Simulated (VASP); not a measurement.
BaPb3, 4 atoms in the cell. Symmetry: Pm-3m, No. 221, cubic system. Conventional cell: a = 5.028 Å, b = 5.028 Å, c = 5.028 Å, α = 90.00°, β = 90.00°, γ = 90.00°. Ba (site symmetry m-3m) has 12 Pb at 3.56 Å within 4.7 Å. Within 4.7 Å of Pb (site symmetry 4/mmm) lie 4 Ba at 3.56 Å and 8 Pb at 3.56 Å. 

- Program: VASP 6.6.1
- Task: single point
- Functional: PBEsol
- Potentials or basis: VASP PAW PBE potentials, release 64 (Ba_sv, Pb_d)
- Cutoff: 520 eV
- k mesh: 4 × 4 × 4
- Occupations: fermi-dirac, width 0.1 eV
- Spin: no spin polarisation
- Dipole correction: no
- Further INCAR settings: ALGO = Normal; EDIFF = 1e-07; NBANDS = 34

Potentials or basis: VASP PAW PBE potentials, release 64 (Ba_sv, Pb_d).

Launch:

```console
$ cat potpaw_PBE.64/Ba_sv/POTCAR potpaw_PBE.64/Pb_d/POTCAR > POTCAR
$ mpirun -np 1 vasp_std > vasp.out
```

Hardware: 1 thread of Intel(R) Xeon(R) Platinum 8488C (Sapphire Rapids), on a shared host.

How long does it take, and how much memory?

Run time: 57 s on 1 thread of Intel(R) Xeon(R) Platinum 8488C (Sapphire Rapids) (shared host), peak memory 0.24 GiB. Counts: scf iterations 13, k points 10.
